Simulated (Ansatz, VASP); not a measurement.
Ti: VASP beside Ansatz

Contents of INCAR:

```
PREC = Accurate
ENCUT = 520
EDIFF = 1E-7
ISMEAR = 0
SIGMA = 0.15
LREAL = False
LASPH = True
NELM = 80
ALGO = Fast
ISIF = 2
LWAVE = False
LCHARG = False
GGA = PS
NBANDS = 12
```

KPOINTS

```
Automatic mesh
0
Gamma
  26 26 26
```

The input POSCAR:

```
Ti
1.0
   -1.4446044566      1.6051160629      1.6051160629
    1.4446044566     -1.6051160629      1.6051160629
    1.4446044566      1.6051160629     -1.6051160629
Ti
1
Direct
    0.0000000000      0.0000000000      0.0000000000
```

Input for Ansatz:

```yaml
crystal:
  lattice:
    - [-1.4446044566, 1.6051160629, 1.6051160629]
    - [1.4446044566, -1.6051160629, 1.6051160629]
    - [1.4446044566, 1.6051160629, -1.6051160629]
  atoms:
    - { symbol: Ti, position: [0.0, 0.0, 0.0] }
basis:
  ecutwfc: 420
kpoints:
  mp_grid: { grid: [26, 26, 26] }
hamiltonian:
  xc: pbesol
scf:
  occupations: { method: gaussian, width: 0.15 }
output:
  forces: true
  stress: true
  eigenvalues: true
```

Change from the starting cell: strain -0.1000 x Voigt [1, 0, 0, 0, 0, 0], atoms carried along.

Alike in both runs: task single point; functional PBEsol; k mesh 26 × 26 × 26; occupations gaussian, width 0.15 eV; no spin polarisation.

|  | VASP | Ansatz |
| --- | --- | --- |
| version | VASP 6.6.1 | Ansatz 0.2.0 |
| potentials or method | VASP PAW PBE potentials, release 64 (Ti_sv), cutoff 520 eV | scalar-relativistic, plane waves, PAW |
| valence electrons in the cell | 12 | 12 |

VASP gave:

```
gap on the k mesh at the Fermi level (eV)                     : none
pressure (GPa)                                                : 13.8
traceless stress, the component that is largest in VASP (GPa) : -1.90
```

Problem. Estimate Ansatz's values.

Solution. gap on the k mesh at the Fermi level (eV): none; pressure (GPa): 14.3; traceless stress, the component that is largest in VASP (GPa): -1.86.

VASP's potentials were made for PBE, not for PBEsol. A gap of «none» marks a metal or a gap that the smearing closes. The functional is the same, so the differences come from potentials, cutoffs and numerics.
